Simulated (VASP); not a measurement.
# BaTiO3 (R3m) in VASP: relaxation of the atoms with PBEsol

Aim: the relaxation of the atoms of BaTiO3 with PBEsol.

Everything below comes from runs of VASP 6.6.1. Logs are shortened: lines on timing, memory, paths and dates and some standing lists are left out, and cuts for length are marked.

### 1 The cell of the first run

Symmetry: R3m, No. 160, trigonal system. The conventional cell has a = 5.697 Å, b = 5.697 Å, c = 7.007 Å, α = 90.00°, β = 90.00°, γ = 120.00°. Within 3.7 Å of Ba (site symmetry 3m) lie 12 O at 2.79 to 2.92 Å and 8 Ti at 3.41 to 3.60 Å. Within 2.5 Å of Ti (site symmetry 3m) lie 6 O at 1.89 to 2.16 Å. Within 2.5 Å of O (site symmetry m) lie 2 Ti at 1.89 to 2.16 Å.

### 2 Relaxation of the atoms, PBEsol

File INCAR:

```
  ALGO = Normal
  EDIFF = 1E-7
  EDIFFG = -0.002
  ENCUT = 520
  GGA = PS
  GGA_COMPAT = False
  IBRION = 2
  ISIF = 2
  ISMEAR = 0
  LASPH = True
  LCHARG = False
  LREAL = False
  LWAVE = False
  NELM = 120
  NELMIN = 4
  NSW = 70
  PREC = Accurate
  SIGMA = 0.02
```

File KPOINTS:

```
k-points
0
Gamma
  9 9 9
```

File POSCAR:

```
BaTiO3
1.0
    2.8482561200      1.6444414400      2.3355603300
   -2.8482561200      1.6444414400      2.3355603300
    0.0000000000     -3.2888828800      2.3355603300
Ba Ti O
1 1 3
Direct
    0.0001460400      0.0001460400      0.0001460400
    0.5133377100      0.5133377100      0.5133377100
    0.4889503100      0.9797166300      0.4889503100
    0.4889503100      0.4889503100      0.9797166300
    0.9797166300      0.4889503100      0.4889503100
```

Potentials or basis: VASP PAW PBE potentials, release 64 (Ba_sv, Ti_sv, O).

Started as:

```console
$ cat potpaw_PBE.64/Ba_sv/POTCAR potpaw_PBE.64/Ti_sv/POTCAR potpaw_PBE.64/O/POTCAR > POTCAR
$ mpirun -np 1 vasp_std > vasp.out
```

OUTCAR:

```text
EDIFF = 1E-7
   EDIFFG = -0.002
   ENCUT = 520
   GGA = PS
   IBRION = 2
   ISIF = 2
   ISMEAR = 0
   LASPH = True
   LREAL = False
   NELM = 120
   NELMIN = 4
   NSW = 70
   PREC = Accurate

 ion  position               nearest neighbor table
   1  0.000  0.000  0.000-   3 2.79   5 2.79   4 2.79   4 2.85   4 2.85   3 2.85   5 2.85   3 2.85
                             5 2.85   5 2.92   3 2.92   4 2.92   2 3.41   2 3.46   2 3.46   2 3.46
   2  0.513  0.513  0.513-   3 1.89   5 1.89   4 1.89   3 2.16   5 2.16   4 2.16   1 3.41   1 3.46
                             1 3.46   1 3.46   1 3.52   1 3.52   1 3.52   1 3.60
   3  0.489  0.980  0.489-   2 1.89   2 2.16   1 2.79   1 2.85   1 2.85   1 2.92
   4  0.489  0.489  0.980-   2 1.89   2 2.16   1 2.79   1 2.85   1 2.85   1 2.92
   5  0.980  0.489  0.489-   2 1.89   2 2.16   1 2.79   1 2.85   1 2.85   1 2.92

  LATTYP: Found a trigonal (rhomboedric) cell.
 ALAT       =     4.0338062241
 COS(alpha) =     0.0028556981

  Lattice vectors:

 A1 = (   2.8482561200,   1.6444414400,   2.3355603300)
 A2 = (  -2.8482561200,   1.6444414400,   2.3355603300)
 A3 = (   0.0000000000,  -3.2888828800,   2.3355603300)

Analysis of symmetry for initial positions (statically):
=====================================================================
 Subroutine PRICEL returns:
 Original cell was already a primitive cell.

 Routine SETGRP: Setting up the symmetry group for a
 trigonal (rhombohedral) supercell.

 Subroutine GETGRP returns: Found  6 space group operations
 (whereof  6 operations were pure point group operations)
 out of a pool of 12 trial point group operations.

The static configuration has the point symmetry C_3v.

Analysis of symmetry for dynamics (positions and initial velocities):
=====================================================================
 Subroutine PRICEL returns:
 Original cell was already a primitive cell.

 Routine SETGRP: Setting up the symmetry group for a
 trigonal (rhombohedral) supercell.

 Subroutine GETGRP returns: Found  6 space group operations
 (whereof  6 operations were pure point group operations)
 out of a pool of 12 trial point group operations.

The dynamic configuration has the point symmetry C_3v.

 Subroutine INISYM returns: Found  6 space group operations
 (whereof  6 operations are pure point group operations),
 and found     1 'primitive' translations

----------------------------------------------------------------------------------------

                                     Primitive cell

  volume of cell :      65.6357

  direct lattice vectors                    reciprocal lattice vectors
     2.848256120  1.644441440  2.335560330     0.175546011  0.101351537  0.142720926
    -2.848256120  1.644441440  2.335560330    -0.175546011  0.101351537  0.142720926
     0.000000000 -3.288882880  2.335560330     0.000000000 -0.202703073  0.142720926

  length of vectors
     4.033806221  4.033806221  4.033806224     0.247906835  0.247906835  0.247906834

  position of ions in fractional coordinates (direct lattice)
     0.000146040  0.000146040  0.000146040
     0.513337710  0.513337710  0.513337710
     0.488950310  0.979716630  0.488950310
     0.488950310  0.488950310  0.979716630
     0.979716630  0.488950310  0.488950310

  ion indices of the primitive-cell ions
   primitive index   ion index
                 1           1
                 2           2
                 3           3
                 4           4
                 5           5

----------------------------------------------------------------------------------------

 KPOINTS: k-points

Automatic generation of k-mesh.
 Grid dimensions read from file:
 generate k-points for:    9    9    9

 Generating k-lattice:

  Cartesian coordinates                     Fractional coordinates (reciprocal lattice)
     0.019505112  0.011261282  0.015857881     0.111111111  0.000000000  0.000000000
    -0.019505112  0.011261282  0.015857881     0.000000000  0.111111111  0.000000000
     0.000000000 -0.022522564  0.015857881     0.000000000  0.000000000  0.111111111

  Length of vectors
     0.027545204  0.027545204  0.027545204

  Shift w.r.t. Gamma in fractional coordinates (k-lattice)
     0.000000000  0.000000000  0.000000000

 Subroutine IBZKPT returns following result:
 ===========================================

 Found     85 irreducible k-points:

 Following reciprocal coordinates:
            Coordinates               Weight
  0.000000  0.000000  0.000000      1.000000
  0.111111 -0.000000  0.000000      6.000000
  0.222222 -0.000000  0.000000      6.000000
  0.333333 -0.000000 -0.000000      6.000000
  0.444444 -0.000000  0.000000      6.000000
  0.111111  0.111111  0.000000      6.000000
[... 16 lines left out ...]
 -0.333333  0.333333  0.000000      6.000000
  0.444444  0.444444  0.000000      6.000000
 [... further k-points ...]
   k-points           NKPTS =     85   k-points in BZ     NKDIM =     85   number of bands    NBANDS=     24
   number of dos      NEDOS =    301   number of ions     NIONS =      5
   total plane-waves  NPLWV =  27000
   dimension x,y,z NGX =    30 NGY =   30 NGZ =   30
   dimension x,y,z NGXF=    60 NGYF=   60 NGZF=   60
   ions per type =               1   1   3
   NGX,Y,Z   is equivalent  to a cutoff of  12.36, 12.36, 12.36 a.u.
   NGXF,Y,Z  is equivalent  to a cutoff of  24.73, 24.73, 24.73 a.u.
 SYSTEM =  unknown system
   PREC   = accura    normal or accurate (medium, high low for compatibility)
   ISTART =      0    job   : 0-new  1-cont  2-samecut
   ICHARG =      2    charge: 1-file 2-atom 10-const
   ISPIN  =      1    spin polarized calculation?
   LNONCOLLINEAR =      F non collinear calculations
   LSORBIT =      F    spin-orbit coupling
   LASPH  =      T    aspherical Exc in radial PAW
   ENCUT  =  520.0 eV  38.22 Ry    6.18 a.u.   7.50  7.50  7.50*2*pi/ulx,y,z
   NELM   =    120;   NELMIN=  4; NELMDL= -5     # of ELM steps
   EDIFF  = 0.1E-06   stopping-criterion for ELM
   LREAL  =      F    real-space projection
   EDIFFG = -.2E-02   stopping-criterion for IOM
   NSW    =     70    number of steps for IOM
   IBRION =      2    ionic relax: 0-MD 1-quasi-New 2-CG
   NFREE  =      1    steps in history (QN), initial steepest desc. (CG)
   ISIF   =      2    stress and relaxation
   ISYM   =      2    0-nonsym 1-usesym 2-fastsym
   POTIM  = 0.5000    time-step for ionic-motion
   TEBEG  =    0.0;   TEEND  =   0.0 temperature during run
   PSTRESS=    0.0 pullay stress
   NELECT =      40.0000    total number of electrons
   NUPDOWN=      -1.0000    fix difference up-down
   EMIN   =  10.00;   EMAX   =-10.00  energy-range for DOS
   EFERMI =   0.00;   METHOD = LEGACY
   ISMEAR =     0;   SIGMA  =   0.02  broadening in eV -4-tet -1-fermi 0-gaus
   EFERMI_NEDOS =   21; number of points for ismear=-14 and -15
   IALGO  =     38    algorithm
   IMIX   =      4    mixing-type and parameters
     AMIX     =   0.40;   BMIX     =  1.00
     AMIX_MAG =   1.60;   BMIX_MAG =  1.00
  volume/ion in A,a.u.               =      13.13        88.59
  Fermi-wavevector in a.u.,A,eV,Ry     =   1.387975  2.622892 26.211269  1.926474
  Thomas-Fermi vector in A             =   2.512145
   LORBIT       =      0    0 simple, 1 ext, 2 COOP (PROOUT), +10 PAW based schemes
   GGA     = PS    functional components
   LHFCALC =     F    Hartree Fock is set to
   AEXX    =    0.0000 exact exchange contribution
   IVDW    =     0    specifies the selected vdW correction
   LEPSILON=     F    determine dielectric tensor
   LRPA    =     F    only Hartree local field effects (RPA)
 conjugate gradient relaxation of ions
 non-spin polarized calculation
 Gauss-broadening in eV      SIGMA  =   0.02
  energy-cutoff  :      520.00
  volume of cell :       65.64
 maximum number of plane-waves:      1794
 NGX is ok and might be reduce to    30
   NGX = 15   NGY = 15   NGZ = 15

--------------------------------------- Ionic step        1  -------------------------------------------

 number of electron      40.0000008 magnetization

 Free energy of the ion-electron system (eV)
  ---------------------------------------------------
  ext. energy  EPLUGINS =         0.00000000
  ---------------------------------------------------
  free energy    TOTEN  =       -41.99849023 eV

  energy without entropy =      -41.99849023  energy(sigma->0) =      -41.99849023

------------------------ aborting loop because EDIFF is reached ----------------------------------------

  FORCE on cell =-STRESS in cart. coord.  units (eV):
  Direction    XX          YY          ZZ          XY          YZ          ZX
  --------------------------------------------------------------------------------------
  -------------------------------------------------------------------------------------
  Total       -1.2007801     -1.2007801     -1.1712181      0.0000000      0.0000000      0.0000000
  in kB      -29.3112453    -29.3112454    -28.5896320      0.0000000      0.0000000      0.0000000
  external PRESSURE =     -29.0707076 kB  Pullay stress =       0.0000000 kB
[... 258 lines left out ...]
  energy  without entropy=      -42.0000802315  energy(sigma->0) =      -42.00008023

--------------------------------------- Ionic step        8  -------------------------------------------

 number of electron      40.0000006 magnetization

 Free energy of the ion-electron system (eV)
  ---------------------------------------------------
  ext. energy  EPLUGINS =         0.00000000
  ---------------------------------------------------
  free energy    TOTEN  =       -42.00008114 eV

  energy without entropy =      -42.00008114  energy(sigma->0) =      -42.00008114

 E-fermi :   3.6620     XC(G=0): -11.3730

 val. band max:        3.4111038000   @ k =   0.4444   0.4444   0.4444
 cond. band min:       5.8596813934   @ k =   0.0000   0.0000   0.0000
 fundamental gap:      2.4485775934
 Fermi energy:         3.6620424480

 k-point     1 :       0.0000    0.0000    0.0000
  band No.  band energies     occupation
      1     -52.6073      2.00000
      2     -28.9726      2.00000
      3     -28.9726      2.00000
      4     -28.9698      2.00000
      5     -21.3518      2.00000
      6     -13.2436      2.00000
[... 637 lines left out ...]
     23       7.5336      0.00000
     24       8.4062      0.00000

 [... further k-points ...]

------------------------ aborting loop because EDIFF is reached ----------------------------------------

  FORCE on cell =-STRESS in cart. coord.  units (eV):
  Direction    XX          YY          ZZ          XY          YZ          ZX
  --------------------------------------------------------------------------------------
  -------------------------------------------------------------------------------------
  Total       -0.9922027     -0.9922027     -0.8797510      0.0000000     -0.0000000      0.0000000
  in kB      -24.2198358    -24.2198359    -21.4748720      0.0000000     -0.0000000      0.0000000
  external PRESSURE =     -23.3048479 kB  Pullay stress =       0.0000000 kB
[... 20 lines left out ...]
  FREE ENERGIE OF THE ION-ELECTRON SYSTEM (eV)
  ---------------------------------------------------
  free  energy   TOTEN  =       -42.0000811410 eV

  energy  without entropy=      -42.0000811410  energy(sigma->0) =      -42.00008114

 reached required accuracy - stopping structural energy minimisation
```

Wall time 6.1 min (1 thread of Intel Xeon Platinum 8488C (Sapphire Rapids), shared host); peak memory 0.27 GiB.

What came out:

```
Free energy               : -42.0001 eV
Energy gained by relaxing : 0.3 meV/atom
Ionic steps               : 8
Pressure after relaxing   : -2.3 GPa
Band gap on the k mesh    : 2.45 eV (least direct gap 2.88 eV)
```

The path:
```csv
step,energy change (eV),largest force (eV/Å),pressure (GPa)
1,0.0000,0.1258,-2.91
2,-0.0010,0.0608,-2.62
3,-0.0013,0.0418,-2.29
4,-0.0014,0.0412,-2.33
5,-0.0015,0.0261,-2.33
6,-0.0016,0.0120,-2.34
7,-0.0016,0.0027,-2.33
8,-0.0016,0.0001,-2.33
```

Final structure:
```xyz
5
Lattice="2.8483 1.6444 2.3356 -2.8483 1.6444 2.3356 0.0000 -3.2889 2.3356" Properties=species:S:1:pos:R:3 pbc="T T T"
Ba    0.0000    0.0000    0.0107
Ti    0.0000    0.0000    3.6090
O    -1.3970    0.8065    4.5648
O     0.0000   -1.6131    4.5648
O     1.3970    0.8065    4.5648
```

Levels at points of the mesh, in eV from the valence-band top:
```
           k point  band 16  band 17  band 18  band 19  band 20  band 21  band 22  band 23  band 24
(0.00, 0.00, 0.00)    -1.31    -1.01    -0.58    -0.43    -0.43     2.45     2.45     2.61     4.51
```

Caveat: the PAW data sets were made with another functional, which shifts forces and pressure a little; spin-orbit coupling is left out, which moves the levels of the heavy elements. A k mesh can miss the band edges.
